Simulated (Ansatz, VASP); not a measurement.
This is a calculation of Si2Mo for VASP 6.6.1.

INCAR

```
ALGO     = Fast           # electronic algorithm
EDIFF    = 1E-6           # SCF threshold, eV
ENCUT    = 520            # plane-wave cutoff, eV
GGA      = PS             # functional
ISIF     = 2              # what is computed and relaxed
ISMEAR   = 0              # smearing method
ISPIN    = 2              # spin polarisation
LASPH    = T              # aspherical terms in the spheres
LCHARG   = T              # write CHGCAR
LELF     = T              # ELF
LMAXMIX  = 4              # l up to which the mixer works
LORBIT   = 11             # projections on sites
LREAL    = F              # projectors in reciprocal space
LVHAR    = T            
LWAVE    = F              # write WAVECAR
MAGMOM   = 1 0 0          # initial moments
NBANDS   = 22             # bands
NELM     = 150            # most SCF steps
NUPDOWN  = 1.0            # fixed moment
PREC     = Accurate       # precision mode
SIGMA    = 0.15           # smearing width, eV
```

The input KPOINTS:

```
k-points
0
Gamma
  12 12 12
```

Contents of POSCAR:

```
Si2Mo
1.0
   -1.6000000000      1.6000000000      3.9305000000
    1.6000000000     -1.6000000000      3.9305000000
    1.6000000000      1.6000000000     -3.9305000000
Mo Si
1 2
Direct
    0.0000000000      0.0000000000      0.0000000000
    0.6670000000      0.6670000000      0.0000000000
    0.3330000000      0.3330000000      0.0000000000
```

Potentials or basis: VASP PAW PBE potentials, release 64 (Mo_sv, Si).

Command:

```bash
$ cat potpaw_PBE.64/Mo_sv/POTCAR potpaw_PBE.64/Si/POTCAR > POTCAR
$ mpirun -np 1 vasp_std > vasp.out
```

Task: Set up the same calculation for Ansatz 0.2.0. Potentials there: all-electron LAPW, scalar-relativistic.

Result: As run (the cutoff follows the program's own potentials):

The input input.yaml:

```yaml
crystal:
  lattice:
    - [-1.6, 1.6, 3.9305]
    - [1.6, -1.6, 3.9305]
    - [1.6, 1.6, -3.9305]
  atoms:
    - { symbol: Mo, position: [0.0, 0.0, 0.0], spin: 1.0 }
    - { symbol: Si, position: [0.667, 0.667, 0.0] }
    - { symbol: Si, position: [0.333, 0.333, 0.0] }
kpoints:
  mp_grid: { grid: [12, 12, 12] }
scf:
  occupations: { method: gaussian, width: 0.15 }
  lower_state_search: "off"
hamiltonian:
  xc: pbesol
  pseudopotentials: { kind: all_electron, lapw: { basis_error: 0.001 } }
magnetization:
  spin_polarized: true
  initial_magnetization: 1.0
  spin_locking: { lock_magnetization: hard }
output:
  forces: true
  stress: true
  eigenvalues: true
```

Potentials or basis: all-electron LAPW, scalar-relativistic.

The run is started by

```bash
$ ansatz run input.yaml --threads 2 --pin off --max-ram 6144MiB --backend cpu --events-out ev --progress --plain --runs-dir out
```

Both were run:

|  | VASP | Ansatz | Ansatz less VASP |
| --- | --- | --- | --- |
| pressure (GPa) | 2.7 | 2.4 | -0.32 |
| traceless stress, the component that is largest in VASP (GPa) | 4.18 | 4.17 | -0.004 |
| rms of the force components (eV/Å) | 0.050 | 0.047 | -0.0023 |
| size of the moment on the site where the two differ most (μB) | 0.05 | 0.09 | +0.035 |

VASP's potentials were made for PBE, not for PBEsol. Site moments also hang on the region over which each program counts them. Atom by atom the forces differ by 0.002 eV/Å (rms over components). Ansatz ran all-electron here, and VASP with PAW potentials.
